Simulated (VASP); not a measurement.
A run of VASP 6.6.1 is set up as follows.

The input INCAR:

```
PREC = Accurate
ENCUT = 520
EDIFF = 1E-6
ISMEAR = -1
SIGMA = 0.1
LREAL = False
LASPH = True
NELM = 60
ALGO = Normal
ISIF = 2
LWAVE = False
LCHARG = True
GGA = PS
LELF = True
LVHAR = True
NBANDS = 12
```

The input KPOINTS:

```
Automatic mesh
0
Gamma
  14 14 14
```

Contents of POSCAR:

```
Sc
1.0
   -1.7658672599      1.7658672599      1.7658672599
    1.7658672599     -1.7658672599      1.7658672599
    1.7658672599      1.7658672599     -1.7658672599
Sc
1
Direct
    0.0000000000      0.0000000000      0.0000000000
```

Potentials or basis: VASP PAW PBE potentials, release 64 (Sc_sv).

The run is started by

```bash
$ cat potpaw_PBE.64/Sc_sv/POTCAR > POTCAR
$ mpirun -np 1 vasp_std > vasp.out
```

(1) Estimate the pressure.

Results:

(1) 5.2 GPa.

Caveat: the PAW data sets were made with another functional, which shifts forces and pressure a little.
